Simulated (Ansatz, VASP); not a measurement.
## MnO2: VASP beside Ansatz

```xyz
3
Lattice="2.8374 0.0000 0.0000 -1.4187 2.4573 0.0000 0.0000 0.0000 4.5705" Properties=species:S:1:pos:R:3 pbc="T T T"
Mn    0.0000    0.0000    2.2852
O     0.0000    1.6382    3.2281
O     1.4187    0.8191    1.3424
```

Alike in both runs: task single point; functional LDA; k mesh 11 × 11 × 6; occupations fermi-dirac, width 0.05 eV; collinear spin.

|  | VASP | Ansatz |
| --- | --- | --- |
| version | VASP 6.6.1 | Ansatz 0.2.0 |
| potentials or method | VASP PAW LDA potentials, release 64 (Mn_pv, O) | Ansatz PAW |
| plane-wave cutoff (eV) | 520 | 420 |
| valence electrons in the cell | 25 | 27 |

VASP gave:

```
gap on the k mesh at the Fermi level (eV)                     : 0.23
least direct gap on the mesh (eV)                             : 0.27
pressure (GPa)                                                : -4.1
traceless stress, the component that is largest in VASP (GPa) : 0.96
rms of the force components (eV/Å)                            : 0.076
net moment per atom (μB)                                      : 1.00
size of the moment on the site where the two differ most (μB) : 2.76
```

Question: What did Ansatz give for the same quantities?

Answer: gap on the k mesh at the Fermi level (eV): 0.37; least direct gap on the mesh (eV): 0.40; pressure (GPa): -5.0; traceless stress, the component that is largest in VASP (GPa): 1.41; rms of the force components (eV/Å): 0.125; net moment per atom (μB): 1.00; size of the moment on the site where the two differ most (μB): 2.45.

LDA's correlation is that of Perdew and Zunger in VASP and of Perdew and Wang (1992) in Ansatz. Site moments also hang on the region over which each program counts them. Atom by atom the forces differ by 0.049 eV/Å (rms over components). VASP's potentials hold 25 valence electrons a cell and Ansatz's 27, so a difference there can come from the potentials and not from the codes.

Noted on Ansatz's run: Pulay correction over one GPa; odd divisions of the mesh miss points on the zone boundary, where band edges often lie, so the gap on the mesh can be too wide.
